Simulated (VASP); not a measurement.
# Ru (Pm-3m) in VASP: further runs

The runs below take Ru through single point, relaxation of cell and atoms, with PBE.

All numbers are computed with VASP 6.6.1; they aren't measurements. Logs are shortened: lines on timing, memory, paths and dates and some standing lists are left out, and cuts for length are marked.

### Step 1. The cell of the first run

The structure is cubic, space group Pm-3m (No. 221). The conventional cell has a = 2.510 Å, b = 2.510 Å, c = 2.510 Å, α = 90.00°, β = 90.00°, γ = 90.00°. Ru (site symmetry m-3m) has 6 Ru at 2.51 Å within 3.3 Å.

This isn't the form of Ru at room conditions, which is hcp.

### Step 2. Single point, PBE

INCAR

```
  PREC = Accurate
  ENCUT = 520
  EDIFF = 1E-6
  ISMEAR = 0
  SIGMA = 0.1
  LREAL = False
  LASPH = True
  NELM = 100
  ALGO = Normal
  ISIF = 2
  LWAVE = False
  LCHARG = False
  GGA = PE
  NBANDS = 13
```

KPOINTS

```
regular mesh
0
Gamma
  8 8 8
```

POSCAR

```
Ru
1.0
    2.5099584664      0.0000000000      0.0000000000
    0.0000000000      2.5099584664      0.0000000000
    0.0000000000      0.0000000000      2.5099584664
Ru
1
Direct
    0.0000000000      0.0000000000      0.0000000000
```

Potentials or basis: VASP PAW PBE potentials, release 64 (Ru_pv).

Started as:

```sh
cat potpaw_PBE.64/Ru_pv/POTCAR > POTCAR
mpirun -np 1 vasp_std > vasp.out
```

OUTCAR:

```text
PREC = Accurate
   ENCUT = 520
   EDIFF = 1E-6
   ISMEAR = 0
   LREAL = False
   LASPH = True
   NELM = 100
   ISIF = 2
   GGA = PE

 ion  position               nearest neighbor table
   1  0.000  0.000  0.000-

  LATTYP: Found a simple cubic cell.
 ALAT       =     2.5099584664

  Lattice vectors:

 A1 = (   2.5099584664,   0.0000000000,   0.0000000000)
 A2 = (   0.0000000000,   2.5099584664,   0.0000000000)
 A3 = (   0.0000000000,   0.0000000000,   2.5099584664)

Analysis of symmetry for initial positions (statically):
=====================================================================
 Subroutine PRICEL returns:
 Original cell was already a primitive cell.

 Routine SETGRP: Setting up the symmetry group for a
 simple cubic supercell.

 Subroutine GETGRP returns: Found 48 space group operations
 (whereof 48 operations were pure point group operations)
 out of a pool of 48 trial point group operations.

The static configuration has the point symmetry O_h .

Analysis of symmetry for dynamics (positions and initial velocities):
=====================================================================
 Subroutine PRICEL returns:
 Original cell was already a primitive cell.

 Routine SETGRP: Setting up the symmetry group for a
 simple cubic supercell.

 Subroutine GETGRP returns: Found 48 space group operations
 (whereof 48 operations were pure point group operations)
 out of a pool of 48 trial point group operations.

The dynamic configuration has the point symmetry O_h .

 Subroutine INISYM returns: Found 48 space group operations
 (whereof 48 operations are pure point group operations),
 and found     1 'primitive' translations

----------------------------------------------------------------------------------------

                                     Primitive cell

  volume of cell :      15.8125

  direct lattice vectors                    reciprocal lattice vectors
     2.509958466  0.000000000  0.000000000     0.398412967  0.000000000  0.000000000
     0.000000000  2.509958466  0.000000000     0.000000000  0.398412967  0.000000000
     0.000000000  0.000000000  2.509958466     0.000000000  0.000000000  0.398412967

  length of vectors
     2.509958466  2.509958466  2.509958466     0.398412967  0.398412967  0.398412967

  position of ions in fractional coordinates (direct lattice)
     0.000000000  0.000000000  0.000000000

  ion indices of the primitive-cell ions
   primitive index   ion index
                 1           1

----------------------------------------------------------------------------------------

 KPOINTS: regular mesh

Automatic generation of k-mesh.
 Grid dimensions read from file:
 generate k-points for:    8    8    8

 Generating k-lattice:

  Cartesian coordinates                     Fractional coordinates (reciprocal lattice)
     0.049801621  0.000000000  0.000000000     0.125000000  0.000000000  0.000000000
     0.000000000  0.049801621  0.000000000     0.000000000  0.125000000  0.000000000
     0.000000000  0.000000000  0.049801621     0.000000000  0.000000000  0.125000000

  Length of vectors
     0.049801621  0.049801621  0.049801621

  Shift w.r.t. Gamma in fractional coordinates (k-lattice)
     0.000000000  0.000000000  0.000000000

 Subroutine IBZKPT returns following result:
 ===========================================

 Found     35 irreducible k-points:

 Following reciprocal coordinates:
            Coordinates               Weight
  0.000000  0.000000  0.000000      1.000000
  0.125000  0.000000  0.000000      6.000000
  0.250000  0.000000  0.000000      6.000000
  0.375000  0.000000  0.000000      6.000000
  0.500000  0.000000  0.000000      3.000000
  0.125000  0.125000  0.000000     12.000000
[... 16 lines left out ...]
  0.375000  0.375000  0.125000     24.000000
  0.500000  0.375000  0.125000     24.000000
 [... further k-points ...]
   k-points           NKPTS =     35   k-points in BZ     NKDIM =     35   number of bands    NBANDS=     13
   number of dos      NEDOS =    301   number of ions     NIONS =      1
   total plane-waves  NPLWV =   8000
   dimension x,y,z NGX =    20 NGY =   20 NGZ =   20
   dimension x,y,z NGXF=    40 NGYF=   40 NGZF=   40
   ions per type =               1
   NGX,Y,Z   is equivalent  to a cutoff of  13.25, 13.25, 13.25 a.u.
   NGXF,Y,Z  is equivalent  to a cutoff of  26.49, 26.49, 26.49 a.u.
 SYSTEM =  unknown system
   PREC   = accura    normal or accurate (medium, high low for compatibility)
   ISTART =      0    job   : 0-new  1-cont  2-samecut
   ICHARG =      2    charge: 1-file 2-atom 10-const
   ISPIN  =      1    spin polarized calculation?
   LNONCOLLINEAR =      F non collinear calculations
   LSORBIT =      F    spin-orbit coupling
   LASPH  =      T    aspherical Exc in radial PAW
   ENCUT  =  520.0 eV  38.22 Ry    6.18 a.u.   4.67  4.67  4.67*2*pi/ulx,y,z
   NELM   =    100;   NELMIN=  2; NELMDL= -5     # of ELM steps
   EDIFF  = 0.1E-05   stopping-criterion for ELM
   LREAL  =      F    real-space projection
   EDIFFG = 0.1E-04   stopping-criterion for IOM
   NSW    =      0    number of steps for IOM
   IBRION =     -1    ionic relax: 0-MD 1-quasi-New 2-CG
   NFREE  =      0    steps in history (QN), initial steepest desc. (CG)
   ISIF   =      2    stress and relaxation
   ISYM   =      2    0-nonsym 1-usesym 2-fastsym
   POTIM  = 0.5000    time-step for ionic-motion
   TEBEG  =    0.0;   TEEND  =   0.0 temperature during run
   PSTRESS=    0.0 pullay stress
   NELECT =      14.0000    total number of electrons
   NUPDOWN=      -1.0000    fix difference up-down
   EMIN   =  10.00;   EMAX   =-10.00  energy-range for DOS
   EFERMI =   0.00;   METHOD = LEGACY
   ISMEAR =     0;   SIGMA  =   0.10  broadening in eV -4-tet -1-fermi 0-gaus
   EFERMI_NEDOS =   21; number of points for ismear=-14 and -15
   IALGO  =     38    algorithm
   IMIX   =      4    mixing-type and parameters
     AMIX     =   0.40;   BMIX     =  1.00
     AMIX_MAG =   1.60;   BMIX_MAG =  1.00
  volume/ion in A,a.u.               =      15.81       106.71
  Fermi-wavevector in a.u.,A,eV,Ry     =   1.571994  2.970639 33.622257  2.471166
  Thomas-Fermi vector in A             =   2.673495
   LORBIT       =      0    0 simple, 1 ext, 2 COOP (PROOUT), +10 PAW based schemes
   GGA     = PE    functional components
   LHFCALC =     F    Hartree Fock is set to
   AEXX    =    0.0000 exact exchange contribution
   IVDW    =     0    specifies the selected vdW correction
   LEPSILON=     F    determine dielectric tensor
   LRPA    =     F    only Hartree local field effects (RPA)
 non-spin polarized calculation
 Gauss-broadening in eV      SIGMA  =   0.10
  energy-cutoff  :      520.00
  volume of cell :       15.81
 maximum number of plane-waves:       441
 NGX is ok and might be reduce to    20
   NGX =  9   NGY =  9   NGZ =  9

 number of electron      13.9999997 magnetization

 Free energy of the ion-electron system (eV)
  ---------------------------------------------------
  ext. energy  EPLUGINS =         0.00000000
  ---------------------------------------------------
  free energy    TOTEN  =        -8.14298488 eV

  energy without entropy =       -8.13812869  energy(sigma->0) =       -8.14055679

 E-fermi :  10.4757     XC(G=0): -13.0307

 val. band max:       10.4269598138   @ k =   0.2500   0.2500   0.1250
 cond. band min:      10.5990811161   @ k =   0.3750   0.2500   0.1250
 fundamental gap:      0.1721213023
 Fermi energy:        10.4757264490

 k-point     1 :       0.0000    0.0000    0.0000
  band No.  band energies     occupation
      1     -31.8943      2.00000
      2     -31.8943      2.00000
      3     -31.8943      2.00000
      4       3.3845      2.00000
      5       5.1919      2.00000
      6       5.1919      2.00000
      7      12.1232      0.00000
      8      12.1232      0.00000
      9      12.1232      0.00000
     10      21.4266      0.00000
     11      27.1679      0.00000
     12      27.1679      0.00000
     13      27.1679      0.00000

 k-point     2 :       0.1250    0.0000    0.0000
  band No.  band energies     occupation
      1     -32.0552      2.00000
      2     -31.8806      2.00000
      3     -31.8806      2.00000
      4       3.8299      2.00000
      5       5.2938      2.00000
      6       5.6897      2.00000
      7      11.6594      0.00000
      8      11.6594      0.00000
      9      12.1597      0.00000
     10      21.4264      0.00000
     11      24.8214      0.00000
     12      28.0152      0.00000
     13      28.0152      0.00000

 k-point     3 :       0.2500    0.0000    0.0000
  band No.  band energies     occupation
      1     -32.4332      2.00000
      2     -31.8476      2.00000
      3     -31.8476      2.00000
      4       4.7668      2.00000
      5       5.5503      2.00000
      6       7.2483      2.00000
      7      10.6795      0.00396
      8      10.6795      0.00396
      9      12.2490      0.00000
     10      21.3385      0.00000
     11      21.4411      0.00000
     12      29.6851      0.00000
     13      30.0555      0.00000
[... 305 lines left out ...]
 k-point    23 :       0.3750    0.3750    0.1250
  band No.  band energies     occupation
      1     -32.6725      2.00000
      2     -32.6603      2.00000
      3     -31.8868      2.00000
      4       5.3870      2.00000
      5       7.3436      2.00000
      6       9.2279      2.00000
      7       9.2882      2.00000
      8      11.5795      0.00000
      9      14.3328      0.00000
     10      20.0174      0.00000
     11      21.4261      0.00000
     12      24.2057      0.00000
     13      28.3504      0.00000

 k-point    24 :       0.5000    0.3750    0.1250
  band No.  band energies     occupation
      1     -32.8077      2.00000
      2     -32.6470      2.00000
      3     -31.8727      2.00000
      4       5.0334      2.00000
      5       7.5320      2.00000
      6       8.9434      2.00000
      7       9.3572      2.00000
      8      12.3293      0.00000
      9      16.6875      0.00000
     10      17.8394      0.00000
     11      21.4262      0.00000
     12      24.7237      0.00000
     13      26.7242      0.00000

 [... further k-points ...]

------------------------ aborting loop because EDIFF is reached ----------------------------------------

  FORCE on cell =-STRESS in cart. coord.  units (eV):
  Direction    XX          YY          ZZ          XY          YZ          ZX
  --------------------------------------------------------------------------------------
  -------------------------------------------------------------------------------------
  Total        0.0157389      0.0157389      0.0157389     -0.0000000     -0.0000000      0.0000000
  in kB        1.5947270      1.5947270      1.5947270     -0.0000000     -0.0000000      0.0000000
  external PRESSURE =       1.5947270 kB  Pullay stress =       0.0000000 kB

 VOLUME and BASIS-vectors are now :
 -----------------------------------------------------------------------------
  energy-cutoff  :      520.00
  volume of cell :       15.81
      direct lattice vectors                 reciprocal lattice vectors
     2.509958466  0.000000000  0.000000000     0.398412967  0.000000000  0.000000000
     0.000000000  2.509958466  0.000000000     0.000000000  0.398412967  0.000000000
     0.000000000  0.000000000  2.509958466     0.000000000  0.000000000  0.398412967

 POSITION                                       TOTAL-FORCE (eV/Angst)
 -----------------------------------------------------------------------------------
      0.00000      0.00000      0.00000         0.000000      0.000000      0.000000
 -----------------------------------------------------------------------------------
    total drift:                                0.000000      0.000000      0.000000

  FREE ENERGIE OF THE ION-ELECTRON SYSTEM (eV)
  ---------------------------------------------------
  free  energy   TOTEN  =        -8.1429848835 eV

  energy  without entropy=       -8.1381286896  energy(sigma->0) =       -8.14055679
```

Wall time 6.9 s (1 thread of Intel Xeon 8259CL, shared host); peak memory 0.12 GiB.

What came out:

| Property | Result |
| --- | --- |
| Free energy | -8.1430 eV |
| Pressure | 0.2 GPa |
| Band gap on the k mesh | zero (bands 7 and 8 overlap by 4.80 eV) |

Levels at points of the mesh, in eV from the Fermi level:
| k point | band 4 | band 5 | band 6 | band 7 | band 8 | band 9 | band 10 | band 11 |
| --- | --- | --- | --- | --- | --- | --- | --- | --- |
| (0.00, 0.00, 0.00) | -7.09 | -5.28 | -5.28 | 1.65 | 1.65 | 1.65 | 10.95 | 16.69 |
| (0.50, 0.00, 0.00) | -4.53 | -4.40 | -0.96 | -0.96 | -0.20 | 1.90 | 7.38 | 10.95 |
| (0.50, 0.50, 0.00) | -6.02 | -3.55 | -0.44 | -0.44 | 3.55 | 5.72 | 5.72 | 10.95 |
| (0.50, 0.50, 0.50) | -4.66 | -4.66 | -4.66 | 3.72 | 3.72 | 9.21 | 10.95 | 12.69 |

Caveat: an empty level that is flat over the whole mesh can mark a ghost state of the potentials, or a narrow d or f band.

### Step 3. Relaxation of cell and atoms, PBE

This run uses another cell than the first one, of 14.19 Å³/atom.

INCAR

```
SYSTEM = Ru
ALGO = Normal ; EDIFF = 1E-6
EDIFFG = -0.04 ; ENCUT = 600
GGA = PE ; IBRION = 2
ISIF = 3 ; ISMEAR = 0
LASPH = .True. ; LCHARG = .False.
LREAL = .False. ; LWAVE = .False.
NELM = 100 ; NSW = 90
PREC = Accurate ; SIGMA = 0.1
```

KPOINTS

```
k-points
0
Gamma
  8 8 8
  0 0 0
```

POSCAR

```
Ru
1.0
    2.4209327485      0.0000000000      0.0000000000
    0.0000000000      2.4209327485      0.0000000000
    0.0000000000      0.0000000000      2.4209327485
Ru
1
Direct
    0.0000000000      0.0000000000      0.0000000000
```

Potentials or basis: VASP PAW PBE potentials, release 64 (Ru_pv).

Started as:

```sh
cat potpaw_PBE.64/Ru_pv/POTCAR > POTCAR
mpirun -np 1 vasp_std > vasp.out
```

It took 29 s on 1 thread of Intel Xeon 8259CL, shared host; peak memory 0.13 GiB.

Results (log left out):

| Property | Result |
| --- | --- |
| Free energy | -8.1413 eV |
| Relaxed volume | 15.82 Å³/atom |
| Relaxed cell | a = 2.510 Å, b = 2.510 Å, c = 2.510 Å, α = 90.00°, β = 90.00°, γ = 90.00° |
| Space group after relaxing (to 0.1 Å) | Pm-3m (No. 221) |
| Energy gained by relaxing | 145.3 meV/atom |
| Ionic steps | 5 |
| Pressure after relaxing | 0.1 GPa |
| Band gap on the k mesh | zero (bands 7 and 8 overlap by 4.80 eV) |

Step by step:
```tsv
step	energy change (eV)	largest force (eV/Å)	pressure (GPa)	volume (Å³)
1	0.0000	0.0000	31.69	14.19
2	0.4852	0.0000	-31.06	20.77
3	-0.1438	0.0000	-2.50	16.00
4	-0.1453	0.0000	-0.41	15.85
5	-0.1453	0.0000	0.08	15.82
```

Final structure:
```
Ru
1.0
     2.51012    0.00000    0.00000
     0.00000    2.51012    0.00000
     0.00000    0.00000    2.51012
Ru
1
Direct
  0.00000 0.00000 0.00000
```

Levels at points of the mesh, in eV from the Fermi level:
```
           k point  band 4  band 5  band 6  band 7  band 8  band 9  band 10  band 11
(0.00, 0.00, 0.00)   -7.09   -5.28   -5.28    1.65    1.65    1.65    10.95    16.69
(0.50, 0.00, 0.00)   -4.53   -4.40   -0.96   -0.96   -0.20    1.90     7.38    10.95
(0.50, 0.50, 0.00)   -6.01   -3.55   -0.44   -0.44    3.55    5.72     5.72    10.95
(0.50, 0.50, 0.50)   -4.66   -4.66   -4.66    3.72    3.72    9.22    10.95    12.69
```

The gap in the log of VASP goes by the Fermi energy; the results here count the filled bands.